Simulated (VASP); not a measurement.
Here is a VASP 6.6.1 calculation.

Contents of POSCAR:

```
TaAs
1.0
    0.0000000000      2.8819558599      2.8819558599
    2.8819558599      0.0000000000      2.8819558599
    2.8819558599      2.8819558599      0.0000000000
Ta As
1 1
Direct
    0.0000000000      0.0000000000      0.0000000000
    0.2500000000      0.2500000000      0.2500000000
```

Contents of INCAR.step1:

```
ALGO = Normal
EDIFF = 1E-4
ENCUT = 520
GGA = PE
ISMEAR = 0
LASPH = T
LCHARG = F
LREAL = F
LWAVE = T
NBANDS = 15
NELM = 80
PREC = Accurate
SIGMA = 0.1
```

INCAR.step2

```
ALGO = Normal
EDIFF = 1E-7
ENCUT = 520
ISIF = 2
ISMEAR = 0
ISTART = 1
LASPH = T
LCHARG = F
LMIXTAU = T
LREAL = F
LWAVE = F
METAGGA = R2SCAN
NBANDS = 15
NELM = 80
PREC = Accurate
SIGMA = 0.1
```

The input KPOINTS:

```
k-points
0
Gamma
  16 16 16
```

Potentials or basis: VASP PAW PBE potentials, release 64 (Ta_pv, As).

Run with:

```bash
$ cat potpaw_PBE.64/Ta_pv/POTCAR potpaw_PBE.64/As/POTCAR > POTCAR
$ cp INCAR.step1 INCAR
$ mpirun -np 1 vasp_std > vasp.out
$ cp INCAR.step2 INCAR
$ mpirun -np 1 vasp_std > vasp.out
```

Question: What does it give for the band gap on the k mesh?

Answer: Zero (band 8 reaches 4.70 eV, above the bottom of band 9 at 4.11 eV).

Question: Estimate the pressure.

Answer: 0.2 GPa.

Caveat: the PAW data sets were made with another functional, which shifts forces and pressure a little; spin-orbit coupling is left out, which moves the levels of the heavy elements.
